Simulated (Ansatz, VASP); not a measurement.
**One calculation of BiS, two programs**

File INCAR:

```
SYSTEM = BiS
PREC     = Accurate       ! precision mode
ENCUT    = 600            ! plane-wave cutoff, eV
EDIFF    = 1E-6           ! SCF threshold, eV
ISMEAR   = -1             ! smearing method
SIGMA    = 0.05           ! smearing width, eV
LREAL    = .FALSE.        ! projectors in reciprocal space
LASPH    = .TRUE.         ! aspherical terms in the spheres
NELM     = 100            ! most SCF steps
ALGO     = Normal         ! electronic algorithm
ISIF     = 3              ! what is computed and relaxed
LWAVE    = .FALSE.        ! write WAVECAR
LCHARG   = .FALSE.        ! write CHGCAR
GGA      = PE             ! functional
IBRION   = 2              ! ionic algorithm
NSW      = 60             ! ionic steps
EDIFFG   = -0.01          ! ionic threshold
```

KPOINTS

```
Automatic mesh
0
G
  7 7 7
  0 0 0
```

File POSCAR:

```
BiS
1.0
    4.0029443400      0.0000000000      0.0000000000
    0.0000000000      4.0029443400      0.0000000000
    0.0000000000      0.0000000000      4.0029443400
Bi S
1 1
Direct
    0.5000000000      0.5000000000      0.5000000000
    0.0000000000      0.0000000000      0.0000000000
```

File input.yaml:

```yaml
crystal:
  lattice:
    - [4.00294434, 0.0, 0.0]
    - [0.0, 4.00294434, 0.0]
    - [0.0, 0.0, 4.00294434]
  atoms:
    - { symbol: Bi, position: [0.5, 0.5, 0.5] }
    - { symbol: S, position: [0.0, 0.0, 0.0] }
hamiltonian:
  xc: pbe
  pseudopotentials: { kind: paw }
kpoints:
  mp_grid: { grid: [7, 7, 7] }
scf:
  occupations: { method: fermi_dirac, width: 0.05 }
output:
  forces: true
  stress: true
  eigenvalues: true
relax:
  f_tol: 0.01
  max_steps: 40
  cell: { stress_tol: 0.05 }
```

Alike in both runs: task relaxation of cell and atoms; functional PBE; k mesh 7 × 7 × 7; occupations fermi-dirac, width 0.05 eV; no spin polarisation.

```csv
,VASP,Ansatz
version,VASP 6.6.1,Ansatz 0.2.0
potentials or method,"VASP PAW PBE potentials, release 64 (Bi_d, S)",Ansatz PAW
plane-wave cutoff (eV),600,420
valence electrons in the cell,21,21
```

VASP gave:

* gap on the k mesh at the Fermi level, each at its own relaxed structure (eV): none
* relaxed volume (Å³/atom): 23.24
* relaxed cell length with the largest relative difference (Å): 3.595

**Question.** What did Ansatz give for the same quantities?

**Answer.** gap on the k mesh at the Fermi level, each at its own relaxed structure (eV): none; relaxed volume (Å³/atom): 23.26; relaxed cell length with the largest relative difference (Å): 3.597.

A gap of «none» marks a metal or a gap that the smearing closes.

Neither program's run includes spin-orbit coupling. Noted on VASP's run: the volume moved by over 15 % at a fixed basis, so the end points are rough. Noted on Ansatz's run: the volume moved by over 15 % at a fixed basis, so the end points are rough; the plane-wave basis is chosen anew once the cell has moved, so the energies of steps on either side of that aren't comparable.
